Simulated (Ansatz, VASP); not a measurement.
ZnS: VASP beside Ansatz

The input INCAR:

```
PREC = Accurate
ENCUT = 520
EDIFF = 1E-7
ISMEAR = 0
SIGMA = 0.05
LREAL = False
LASPH = True
NELM = 80
ALGO = Normal
ISIF = 2
LWAVE = False
LCHARG = False
GGA = PE
NBANDS = 26
```

The input KPOINTS:

```
Automatic mesh
0
Gamma
  12 12 4
```

The input POSCAR:

```
ZnS
1.0
    3.8839479188      0.0000000000      0.0000000000
   -1.9419739594      3.3635975646      0.0000000000
    0.0000000000      0.0000000000      6.3053333047
Zn S
2 2
Direct
    0.3333333333      0.6666666667      0.0052197899
    0.6666666667      0.3333333333      0.5052197899
    0.3333333333      0.6666666667      0.3797802101
    0.6666666667      0.3333333333      0.8797802101
```

Input for Ansatz:

```yaml
crystal:
  lattice:
    - [3.8839479188, 0.0, 0.0]
    - [-1.9419739594, 3.3635975646, 0.0]
    - [0.0, 0.0, 6.3053333047]
  atoms:
    - { symbol: Zn, position: [0.3333333333, 0.6666666667, 0.0052197899] }
    - { symbol: Zn, position: [0.6666666667, 0.3333333333, 0.5052197899] }
    - { symbol: S, position: [0.3333333333, 0.6666666667, 0.3797802101] }
    - { symbol: S, position: [0.6666666667, 0.3333333333, 0.8797802101] }
basis:
  ecutwfc: 420
kpoints:
  mp_grid: { grid: [12, 12, 4] }
hamiltonian:
  xc: pbe
scf:
  occupations: { method: gaussian, width: 0.05 }
output:
  forces: true
  stress: true
  eigenvalues: true
```

Change from the starting cell: strain +0.0100 x Voigt [1, 1, 0, 0, 0, 0], atoms carried along.

Alike in both runs: task single point; functional PBE; k mesh 12 × 12 × 4; occupations gaussian, width 0.05 eV; no spin polarisation.

```csv
,VASP,Ansatz
version,VASP 6.6.1,Ansatz 0.2.0
potentials or method,"VASP PAW PBE potentials, release 64 (Zn, S), cutoff 520 eV","scalar-relativistic, plane waves, PAW"
valence electrons in the cell,36,36
```

Ansatz gave:

```
gap on the k mesh at the Fermi level (eV)                     : 2.01
least direct gap on the mesh (eV)                             : 2.01
pressure (GPa)                                                : -1.3
traceless stress, the component that is largest in VASP (GPa) : 0.80
rms of the force components (eV/Å)                            : 0.031
```

**Question.** Which values does VASP return?

**Answer.** gap on the k mesh at the Fermi level (eV): 2.01; least direct gap on the mesh (eV): 2.01; pressure (GPa): -1.2; traceless stress, the component that is largest in VASP (GPa): 0.81; rms of the force components (eV/Å): 0.031.

Atom by atom the forces differ by 0.000 eV/Å (rms over components).
